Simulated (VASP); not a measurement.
Input of a VASP 6.6.1 run:

Contents of INCAR:

```
ALGO = Normal ; DIPOL = 0.5 0.5 0.292
EDIFF = 1E-6 ; ENCUT = 520
GGA = PE ; IDIPOL = 3
ISIF = 2 ; ISMEAR = 0
LASPH = True ; LCHARG = True
LDIPOL = True ; LELF = True
LREAL = Auto ; LVACPOTAV = True
LVHAR = True ; LWAVE = False
NBANDS = 40 ; NELM = 60
PREC = Accurate ; SIGMA = 0.1
```

File KPOINTS:

```
k-points
0
Gamma
  5 4 1
```

The input POSCAR:

```
Al8H
1.0
    5.7143028096      0.0000000000      0.0000000000
    0.0000000000      8.0812445328      0.0000000000
    0.0000000000      0.0000000000     22.2437981863
Al H
16 2
Direct
    0.2500000000      0.2500000000      0.1798254042
    0.2500000000      0.7500000000      0.1798254042
    0.7500000000      0.2500000000      0.1798254042
    0.7500000000      0.7500000000      0.1798254042
    0.0000000000      0.0000000000      0.2440489550
    0.0000000000      0.5000000000      0.2440489550
    0.5000000000      0.0000000000      0.2440489550
    0.5000000000      0.5000000000      0.2440489550
    0.2500000000      0.2500000000      0.3102692916
    0.2500000000      0.7500000000      0.3102692916
    0.7500000000      0.2500000000      0.3102692916
    0.7500000000      0.7500000000      0.3102692916
    0.0000000000      0.0000000000      0.3706110853
    0.0000000000      0.5000000000      0.3706110853
    0.5000000000      0.0000000000      0.3706110853
    0.5000000000      0.5000000000      0.3706110853
    0.7500000000     -0.0464037437      0.4196135079
    0.7500000000      0.0464037437      0.4196135079
```

Potentials or basis: VASP PAW PBE potentials, release 64 (Al, H).

The run is started by

```sh
$ cat potpaw_PBE.64/Al/POTCAR potpaw_PBE.64/H/POTCAR > POTCAR
$ mpirun -np 1 vasp_std > vasp.out
```

(1) Predict the band gap on the k mesh.

(2) What does it give for the work function of the lower face?

(3) What does it give for the largest force?

(4) Estimate the work function of the upper face.

## Answers

(1) zero (bands 25 and 26 overlap by 0.70 eV).

(2) 4.03 eV.

(3) 2.912 eV/Å.

(4) 3.79 eV.
